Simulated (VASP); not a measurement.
**Ta2Ga: single point with PBE**

The system is Ta2Ga.

```
Ta Ga
1.0
     0.00000    3.87853    3.87853
     3.87853    0.00000    3.87853
     3.87853    3.87853    0.00000
Ta Ga
4 2
Direct
  0.62500 0.62500 0.62500
  0.12500 0.62500 0.62500
  0.62500 0.62500 0.12500
  0.62500 0.12500 0.62500
  0.00000 0.00000 0.00000
  0.25000 0.25000 0.25000
```

```
Program                : VASP 6.6.1
Task                   : single point
Functional             : PBE
Potentials or basis    : VASP PAW PBE potentials, release 64 (Ta_pv, Ga_d)
Cutoff                 : 520 eV
k mesh                 : 4 × 4 × 4
Occupations            : gaussian, width 0.1 eV
Spin                   : no spin polarisation
Dipole correction      : no
Further INCAR settings : ALGO = Normal; EDIFF = 1e-06; NBANDS = 44
```

- Pressure: -0.2 GPa
- Band gap on the k mesh: zero (band 35 reaches 5.51 eV, above the bottom of band 36 at 5.06 eV)

Levels at points of the mesh, in eV from the Fermi level:
```
           k point  band 33  band 34  band 35  band 36  band 37  band 38
(0.00, 0.00, 0.00)    -1.59     0.22     0.22     0.22     2.52     3.34
(0.50, 0.00, 0.00)    -0.74    -0.52     0.17     0.17     0.29     0.29
(0.50, 0.50, 0.00)    -0.76    -0.76     0.25     0.25     0.54     0.54
```

It took 52 s on 1 thread of Intel Xeon 6975P-C (shared host), peak memory 0.26 GiB.

Caveat: spin-orbit coupling is left out, which moves the levels of the heavy elements.
